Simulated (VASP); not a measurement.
Set up this calculation in VASP 6.6.1, as the native input.

- Task: single point
- Functional: PBE
- Potentials or basis: VASP PAW PBE potentials, release 64 (Hf_pv, C)
- Cutoff: 520 eV
- k mesh: 10 × 10 × 6
- Occupations: fermi-dirac, width 0.05 eV
- Spin: no spin polarisation
- Dipole correction: no
- Further INCAR settings: ALGO = Normal; EDIFF = 1e-07; NBANDS = 22

The structure of HfC (NiAs type) lies in POSCAR:

```
HfC
1.0
    2.8970965407      0.0000000000      0.0000000000
   -1.4485482703      2.5089592014      0.0000000000
    0.0000000000      0.0000000000      5.2773025479
Hf C
2 2
Direct
    0.0000000000      0.0000000000      0.0000000000
    0.0000000000      0.0000000000      0.5000000000
    0.3333333333      0.6666666667      0.2500000000
    0.6666666667      0.3333333333      0.7500000000
```

These files were run (other wordings do the same):

INCAR

```
SYSTEM = HfC
ALGO = Normal
EDIFF = 1E-7
ENCUT = 520
GGA = PE
ISIF = 2
ISMEAR = -1
LASPH = .True.
LCHARG = .False.
LREAL = .False.
LWAVE = .False.
NBANDS = 22
NELM = 60
PREC = Accurate
SIGMA = 0.05
```

KPOINTS

```
k-points
0
Gamma
  10 10 6
  0 0 0
```

Potentials or basis: VASP PAW PBE potentials, release 64 (Hf_pv, C).

Launch:

```bash
$ cat potpaw_PBE.64/Hf_pv/POTCAR potpaw_PBE.64/C/POTCAR > POTCAR
$ mpirun -np 1 vasp_std > vasp.out
```

Results of the run:

- Pressure: 128.2 GPa
- Band gap on the k mesh: zero (bands 14 and 15 overlap by 2.12 eV)

Caveat: the cell stands under pressure; spin-orbit coupling is left out, which moves the levels of the heavy elements.

Wall time 34 s on 1 thread of Intel(R) Xeon(R) Platinum 8488C (Sapphire Rapids), on a shared host, peak memory 0.18 GiB.
